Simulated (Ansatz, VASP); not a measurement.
# Si: VASP beside Ansatz

INCAR

```
SYSTEM = Si
PREC = Accurate ; ENCUT = 520
EDIFF = 1E-6 ; ISMEAR = 0
SIGMA = 0.03 ; LREAL = .False.
LASPH = .True. ; NELM = 100
ALGO = Normal ; ISIF = 2
LWAVE = .False. ; LCHARG = .False.
GGA = PS ; NBANDS = 16
```

File KPOINTS:

```
Automatic mesh
0
Gamma
  12 12 12
  0 0 0
```

POSCAR

```
Si
1.0
   -3.2486310228      3.2486310228      1.9530769709
    3.2486310228     -3.2486310228      1.9530769709
    3.2486310228      3.2486310228     -1.9530769709
Si
4
Direct
    0.1787304307      0.1787304307      0.3574608614
    0.8212695693      0.8212695693      0.6425391386
    0.1787304307      0.8212695693      0.0000000000
    0.8212695693      0.1787304307      0.0000000000
```

Input for Ansatz:

```yaml
crystal:
  lattice:
    - [-3.2486310228, 3.2486310228, 1.9530769709]
    - [3.2486310228, -3.2486310228, 1.9530769709]
    - [3.2486310228, 3.2486310228, -1.9530769709]
  atoms:
    - { symbol: Si, position: [0.1787304307, 0.1787304307, 0.3574608614] }
    - { symbol: Si, position: [0.8212695693, 0.8212695693, 0.6425391386] }
    - { symbol: Si, position: [0.1787304307, 0.8212695693, 0.0] }
    - { symbol: Si, position: [0.8212695693, 0.1787304307, 0.0] }
basis:
  ecutwfc: 420
kpoints:
  mp_grid: { grid: [12, 12, 12] }
hamiltonian:
  xc: pbesol
  pseudopotentials: { kind: paw, azcp: { folder: soft_1 } }
scf:
  occupations: { method: gaussian, width: 0.03 }
output:
  forces: true
  stress: true
  eigenvalues: true
```

Alike in both runs: task single point; functional PBEsol; k mesh 12 × 12 × 12; occupations gaussian, width 0.03 eV; no spin polarisation.

```csv
,VASP,Ansatz
version,VASP 6.6.1,Ansatz 0.2.0
potentials or method,"VASP PAW PBE potentials, release 64 (Si), cutoff 520 eV","scalar-relativistic, plane waves, PAW"
valence electrons in the cell,16,16
```

VASP gave:

```
gap on the k mesh at the Fermi level (eV)                     : none
pressure (GPa)                                                : 2.6
traceless stress, the component that is largest in VASP (GPa) : -4.90
rms of the force components (eV/Å)                            : 0.334
```

Question: What did Ansatz give for the same quantities?

Answer: gap on the k mesh at the Fermi level (eV): none; pressure (GPa): 2.5; traceless stress, the component that is largest in VASP (GPa): -4.87; rms of the force components (eV/Å): 0.330.

VASP's potentials were made for PBE, not for PBEsol, and Ansatz warns of the same on its side. Atom by atom the forces differ by 0.003 eV/Å (rms over components). A gap of «none» marks a metal or a gap that the smearing closes. The functional is the same, so the differences come from potentials, cutoffs and numerics.
